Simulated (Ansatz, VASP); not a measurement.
# Two plane-wave programs on Si

```
Si
1.0
    -3.34576    3.34576    1.93051
     3.34576   -3.34576    1.93051
     3.34576    3.34576   -1.93051
Si
4
Cartesian
  1.1952 1.1952 0.0000
  2.1506 2.1506 1.9305
  2.1506 -2.1506 1.9305
  -2.1506 2.1506 1.9305
```

Alike in both runs: task relaxation of cell and atoms; functional LDA; k mesh 10 × 10 × 10; occupations gaussian, width 0.01 eV; no spin polarisation.

|  | VASP | Ansatz |
| --- | --- | --- |
| version | VASP 6.6.1 | Ansatz 0.2.0 |
| potentials or method | VASP PAW LDA potentials, release 64 (Si), cutoff 600 eV | scalar-relativistic, plane waves, PAW |
| valence electrons in the cell | 16 | 16 |

VASP gave:

```
gap on the k mesh at the Fermi level, each at its own relaxed structure (eV) : 0.20
relaxed volume (Å³/atom)                                                     : 20.81
relaxed cell length with the largest relative difference (Å)                 : 5.046
```

What did Ansatz give for the same quantities?

gap on the k mesh at the Fermi level, each at its own relaxed structure (eV): 0.20; relaxed volume (Å³/atom): 20.80; relaxed cell length with the largest relative difference (Å): 5.044.

LDA's correlation is that of Perdew and Zunger in VASP and of Perdew and Wang (1992) in Ansatz.
